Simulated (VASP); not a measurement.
Set up this calculation in VASP 6.6.1, as the native input.

```
Task                   : single point
Functional             : PBEsol
Potentials or basis    : VASP PAW PBE potentials, release 64 (In_d, Ge_d, Cl)
Cutoff                 : 520 eV
k mesh                 : 6 × 6 × 6
Occupations            : fermi-dirac, width 0.03 eV
Spin                   : no spin polarisation
Dipole correction      : no
Further INCAR settings : ALGO = Normal; EDIFF = 1e-06; NBANDS = 40
```

The structure of InGeCl5 lies in POSCAR:

```
InGeCl5
1.0
   -2.4674491400      4.0088494334      5.0082647578
    2.4674491400     -4.0088494334      5.0082647578
    2.4674491400      4.0088494334     -5.0082647578
In Ge Cl
1 1 5
Direct
    0.5000000000      0.5000000000      0.0000000000
    0.0000000000      0.0000000000      0.0000000000
    0.8118771000      0.5000000000      0.3118771000
    0.1881229000      0.5000000000      0.6881229000
    0.2467571844      0.2467571844      0.0000000000
    0.7532428156      0.7532428156      0.0000000000
    0.5000000000      0.0000000000      0.5000000000
```

These files were run (other wordings do the same):

INCAR

```
PREC     = Accurate       # precision mode
ENCUT    = 520            # plane-wave cutoff, eV
EDIFF    = 1E-6           # SCF threshold, eV
ISMEAR   = -1             # smearing method
SIGMA    = 0.03           # smearing width, eV
LREAL    = F              # projectors in reciprocal space
LASPH    = T              # aspherical terms in the spheres
NELM     = 80             # most SCF steps
ALGO     = Normal         # electronic algorithm
ISIF     = 2              # what is computed and relaxed
LWAVE    = F              # write WAVECAR
LCHARG   = F              # write CHGCAR
GGA      = PS             # functional
NBANDS   = 40             # bands
```

KPOINTS

```
Automatic mesh
0
Gamma
  6 6 6
```

Potentials or basis: VASP PAW PBE potentials, release 64 (In_d, Ge_d, Cl).

The run is started by

```console
$ cat potpaw_PBE.64/In_d/POTCAR potpaw_PBE.64/Ge_d/POTCAR potpaw_PBE.64/Cl/POTCAR > POTCAR
$ mpirun -np 1 vasp_std > vasp.out
```

It gave:

| Item | Value |
| --- | --- |
| Pressure | 0.0 GPa |
| Largest force | 0.007 eV/Å |
| Band gap on the k mesh | 1.54 eV (least direct gap 2.40 eV) |

Caveat: the PAW data sets were made with another functional, which shifts forces and pressure a little; spin-orbit coupling is left out, which moves the levels of the heavy elements.

It took 18 min on 1 thread of Intel Xeon 8259CL, with other jobs on the host, peak memory 0.62 GiB.
